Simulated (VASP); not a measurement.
Here is a VASP 6.6.1 calculation.

Contents of INCAR:

```
ALGO = Normal
EDIFF = 1E-6
ENCUT = 520
GGA = PS
ISIF = 2
ISMEAR = 0
LASPH = T
LCHARG = F
LREAL = F
LWAVE = F
NBANDS = 46
NELM = 80
PREC = Accurate
SIGMA = 0.05
```

KPOINTS

```
k-points
0
Gamma
  12 12 4
```

File POSCAR:

```
ZnS
1.0
    3.7846846186      0.0000000000      0.0000000000
   -1.8923423093      3.2776330250      0.0000000000
    0.0000000000      0.0000000000     12.3926922670
Zn S
4 4
Direct
    0.0000000000      0.0000000000     -0.0301174524
    0.0000000000      0.0000000000      0.4698825476
    0.3333333333      0.6666666667      0.2198080035
    0.6666666667      0.3333333333      0.7198080035
    0.0000000000      0.0000000000      0.1872166306
    0.0000000000      0.0000000000      0.6872166306
    0.3333333333      0.6666666667      0.4375732810
    0.6666666667      0.3333333333      0.9375732810
```

Potentials or basis: VASP PAW PBE potentials, release 64 (Zn, S).

Launch:

```bash
$ cat potpaw_PBE.64/Zn/POTCAR potpaw_PBE.64/S/POTCAR > POTCAR
$ mpirun -np 1 vasp_std > vasp.out
```

Question: Predict the band gap on the k mesh.

Answer: 2.26 eV.

Question: What does it give for the pressure?

Answer: 3.3 GPa.

Question: What does it give for the largest force?

Answer: 0.898 eV/Å.

Forces in eV/Å, atoms in the order of the input:
```
Zn   0.000  0.000  0.849
Zn   0.000  0.000  0.849
Zn   0.000  0.000  0.898
Zn   0.000  0.000  0.898
S    0.000  0.000 -0.888
S    0.000  0.000 -0.888
S    0.000  0.000 -0.859
S    0.000  0.000 -0.859
```

Caveat: the cell differs from its parent crystal (all Zn atoms moved -0.375 Å, as atom 1 along Cartesian [0 0 1]); the cell stands under pressure; the PAW data sets were made with another functional, which shifts forces and pressure a little. A k mesh can miss the band edges.
